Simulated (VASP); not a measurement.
# AlN: single point with PBE

The system is AlN.

```
Al N
1.0
     0.00000    2.03502    2.03502
     2.03502    0.00000    2.03502
     2.03502    2.03502    0.00000
Al N
1 1
Direct
  0.00000 0.00000 0.00000
  0.50000 0.50000 0.50000
```

```yaml
Program: VASP 6.6.1
Task: single point
Functional: PBE
Potentials_or_basis: VASP PAW PBE potentials, release 64 (Al, N)
Cutoff: 600 eV
k_mesh: 10 × 10 × 10
Occupations: gaussian, width 0.02 eV
Spin: no spin polarisation
Dipole_correction: no
Further_INCAR_settings: ALGO = Normal; EDIFF = 1e-06; NBANDS = 11
```

```
Pressure               : -0.3 GPa
Band gap on the k mesh : 4.42 eV (least direct gap 5.40 eV)
```

Levels at points of the mesh, in eV from the valence-band top:
```csv
k point,band 1,band 2,band 3,band 4,band 5,band 6,band 7,band 8
"(0.00, 0.00, 0.00)",-17.37,0.00,0.00,0.00,5.40,12.10,12.10,12.10
"(0.50, 0.00, 0.00)",-14.19,-8.18,-1.04,-1.04,6.01,10.84,10.84,13.00
"(0.50, 0.50, 0.00)",-13.24,-7.25,-2.75,-2.75,4.42,5.34,13.81,16.94
```

Run time: 7.1 s on 1 thread of AMD EPYC 9R45 96-Core Processor (Zen 5) (shared host), peak memory 0.11 GiB.

A k mesh can miss the band edges.
